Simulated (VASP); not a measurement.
A run of VASP 6.6.1 is set up as follows.

Contents of INCAR:

```
PREC     = Accurate       # precision mode
ENCUT    = 520            # plane-wave cutoff, eV
EDIFF    = 1E-6           # SCF threshold, eV
ISMEAR   = 0              # smearing method
SIGMA    = 0.05           # smearing width, eV
LREAL    = F              # projectors in reciprocal space
LASPH    = T              # aspherical terms in the spheres
NELM     = 80             # most SCF steps
ALGO     = Normal         # electronic algorithm
ISIF     = 2              # what is computed and relaxed
LWAVE    = F              # write WAVECAR
LCHARG   = F              # write CHGCAR
GGA      = PS             # functional
NBANDS   = 14             # bands
```

File KPOINTS:

```
Automatic mesh
0
Gamma
  10 10 10
```

POSCAR

```
NaF
1.0
    3.2809754600      0.0000000000      0.0000000000
    1.6404877300      2.8414080976      0.0000000000
    1.6404877300      0.9471360325      2.6789052452
Na F
1 1
Direct
    0.0000000000      0.0000000000      0.0000000000
    0.5000000000      0.5000000000      0.5000000000
```

Potentials or basis: VASP PAW PBE potentials, release 64 (Na_pv, F).

Run with:

```bash
$ cat potpaw_PBE.64/Na_pv/POTCAR potpaw_PBE.64/F/POTCAR > POTCAR
$ mpirun -np 1 vasp_std > vasp.out
```

Q: What does it give for the pressure?

A: -0.4 GPa.

Q: Estimate the band gap on the k mesh.

A: 6.14 eV.

Caveat: the PAW data sets were made with another functional, which shifts forces and pressure a little. A k mesh can miss the band edges.
